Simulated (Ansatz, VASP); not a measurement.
**GeSb2Te4: VASP beside Ansatz**

```
Te Sb Ge
1.0
     2.15929    1.24667   13.22804
    -2.15929    1.24667   13.22804
     0.00000   -2.49333   13.22804
Te Sb Ge
4 2 1
Direct
  0.70897 0.70897 0.70897
  0.29103 0.29103 0.29103
  0.56968 0.56968 0.56968
  0.43032 0.43032 0.43032
  0.85941 0.85941 0.85941
  0.14059 0.14059 0.14059
  0.00000 0.00000 0.00000
```

Alike in both runs: task single point; functional PBEsol; k mesh 7 × 7 × 7; occupations fermi-dirac, width 0.05 eV; no spin polarisation.

```csv
,VASP,Ansatz
version,VASP 6.6.1,Ansatz 0.2.0
potentials or method,"VASP PAW PBE potentials, release 64 (Te, Sb, Ge_d)",Ansatz PAW
plane-wave cutoff (eV),520,420
valence electrons in the cell,48,108
```

Ansatz gave:

```
gap on the k mesh at the Fermi level (eV)                     : none
pressure (GPa)                                                : -2.6
traceless stress, the component that is largest in VASP (GPa) : -0.18
rms of the force components (eV/Å)                            : 0.034
```

Problem. Estimate VASP's values.

Solution. gap on the k mesh at the Fermi level (eV): none; pressure (GPa): -2.6; traceless stress, the component that is largest in VASP (GPa): -0.18; rms of the force components (eV/Å): 0.035.

VASP's potentials were made for PBE, not for PBEsol. Atom by atom the forces differ by 0.009 eV/Å (rms over components). A gap of «none» marks a metal or a gap that the smearing closes. With one functional, cell and mesh, what is left measures potentials, basis and numerics. VASP's potentials hold 48 valence electrons a cell and Ansatz's 108, so a difference there can come from the potentials and not from the codes.

Spin-orbit coupling is off throughout.
